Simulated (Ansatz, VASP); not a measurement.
One calculation of ZnSe, two programs

The input INCAR:

```
SYSTEM = ZnSe
  PREC = Accurate
  ENCUT = 520
  EDIFF = 1E-6
  ISMEAR = -1
  SIGMA = 0.2
  LREAL = .FALSE.
  LASPH = .TRUE.
  NELM = 100
  ALGO = Normal
  ISIF = 2
  LWAVE = .FALSE.
  LCHARG = .FALSE.
  GGA = PE
  NBANDS = 16
```

Contents of KPOINTS:

```
regular mesh
0
G
  6 6 6
  0 0 0
```

Contents of POSCAR:

```
ZnSe
1.0
    0.0000000000      2.8324246788      2.8324246788
    2.8324246788      0.0000000000      2.8324246788
    2.8324246788      2.8324246788      0.0000000000
Zn Se
1 1
Direct
    0.0000000000      0.0000000000      0.0000000000
    0.2500000000      0.2500000000      0.2500000000
```

Input for Ansatz:

```yaml
crystal:
  lattice:
    - [0.0, 2.8324246788, 2.8324246788]
    - [2.8324246788, 0.0, 2.8324246788]
    - [2.8324246788, 2.8324246788, 0.0]
  atoms:
    - { symbol: Zn, position: [0.0, 0.0, 0.0] }
    - { symbol: Se, position: [0.25, 0.25, 0.25] }
kpoints:
  mp_grid: { grid: [6, 6, 6] }
hamiltonian:
  xc: pbe
scf:
  occupations: { method: fermi_dirac, width: 0.2 }
  n_extra_bands: 4
output:
  forces: true
  stress: true
  eigenvalues: true
```

Alike in both runs: task single point; functional PBE; k mesh 6 × 6 × 6; occupations fermi-dirac, width 0.2 eV; no spin polarisation.

|  | VASP | Ansatz |
| --- | --- | --- |
| version | VASP 6.6.1 | Ansatz 0.2.0 |
| potentials or method | VASP PAW PBE potentials, release 64 (Zn, Se) | plane waves |
| plane-wave cutoff (eV) | 520 | 420 |
| valence electrons in the cell | 18 | 28 |

|  | VASP | Ansatz | Ansatz less VASP |
| --- | --- | --- | --- |
| pressure (GPa) | 2.5 | 2.2 | -0.25 |

VASP's potentials hold 18 valence electrons a cell and Ansatz's 28, so a difference there can come from the potentials and not from the codes.
